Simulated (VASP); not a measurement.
Here is a VASP 6.6.1 calculation.

File INCAR:

```
SYSTEM = RbBi
ALGO = Normal
EDIFF = 1E-6
ENCUT = 520
ISIF = 2
ISMEAR = 1
LASPH = .True.
LCHARG = .True.
LELF = .True.
LREAL = .False.
LVHAR = .True.
LWAVE = .False.
NBANDS = 19
NELM = 100
PREC = Accurate
SIGMA = 0.1
```

The input KPOINTS:

```
k-points
0
Gamma
  7 7 9
  0 0 0
```

POSCAR

```
RbBi
1.0
    4.6852660000      0.0000000000      0.0000000000
    0.0000000000      4.6852660000      0.0000000000
    0.0000000000      0.0000000000      3.8588810000
Rb Bi
1 1
Direct
    0.5000000000      0.5000000000      0.5000000000
    0.0000000000      0.0000000000      0.0000000000
```

Potentials or basis: VASP PAW LDA potentials, release 64 (Rb_sv, Bi_d).

Launch:

```console
$ cat potpaw_LDA.64/Rb_sv/POTCAR potpaw_LDA.64/Bi_d/POTCAR > POTCAR
$ mpirun -np 1 vasp_std > vasp.out
```

**Question.** Estimate the band gap on the k mesh.

**Answer.** Zero (band 12 reaches 2.70 eV, above the bottom of band 13 at 1.15 eV).

**Question.** What does it give for the pressure?

**Answer.** -2.5 GPa.

Stress tensor (GPa, compression positive):
```
-1.98  0.00  0.00
 0.00 -1.98  0.00
 0.00  0.00 -3.55
```

Caveat: spin-orbit coupling is left out, which moves the levels of the heavy elements.
